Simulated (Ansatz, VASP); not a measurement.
# InSb: VASP beside Ansatz

File INCAR:

```
SYSTEM = InSb
PREC = Accurate ; ENCUT = 520
EDIFF = 1E-6 ; ISMEAR = 0
SIGMA = 0.05 ; LREAL = .FALSE.
LASPH = .TRUE. ; NELM = 100
ALGO = Normal ; ISIF = 2
LWAVE = .FALSE. ; LCHARG = .FALSE.
GGA = RE ; NBANDS = 16
```

The input KPOINTS:

```
Automatic mesh
0
G
  6 6 6
  0 0 0
```

POSCAR

```
InSb
1.0
    0.0000000000      3.3482943497      3.3482943497
    3.3482943497      0.0000000000      3.3482943497
    3.3482943497      3.3482943497      0.0000000000
In Sb
1 1
Direct
    0.0000000000      0.0000000000      0.0000000000
    0.7500000000      0.7500000000      0.7500000000
```

Input for Ansatz:

```yaml
crystal:
  lattice:
    - [0.0, 3.3482943497, 3.3482943497]
    - [3.3482943497, 0.0, 3.3482943497]
    - [3.3482943497, 3.3482943497, 0.0]
  atoms:
    - { symbol: In, position: [0.0, 0.0, 0.0] }
    - { symbol: Sb, position: [0.75, 0.75, 0.75] }
basis:
  ecutwfc: 420
  ecutrho_ratio: 4
kpoints:
  mp_grid: { grid: [6, 6, 6] }
hamiltonian:
  xc: revpbe
scf:
  occupations: { method: gaussian, width: 0.05 }
output:
  forces: true
  stress: true
  eigenvalues: true
```

Alike in both runs: task single point; functional revPBE; k mesh 6 × 6 × 6; occupations gaussian, width 0.05 eV; no spin polarisation.

|  | VASP | Ansatz |
| --- | --- | --- |
| version | VASP 6.6.1 | Ansatz 0.2.0 |
| potentials or method | VASP PAW PBE potentials, release 64 (In_d, Sb), cutoff 520 eV | scalar-relativistic, plane waves, PAW |
| valence electrons in the cell | 18 | 28 |

```tsv
	VASP	Ansatz	Ansatz less VASP
gap on the k mesh at the Fermi level (eV)	none	none	-
pressure (GPa)	0.0	0.0	+0.02
```

VASP's potentials were made for PBE, not for revPBE. A gap of «none» marks a metal or a gap that the smearing closes. VASP's potentials hold 18 valence electrons a cell and Ansatz's 28, so a difference there can come from the potentials and not from the codes.

Neither program's run includes spin-orbit coupling.
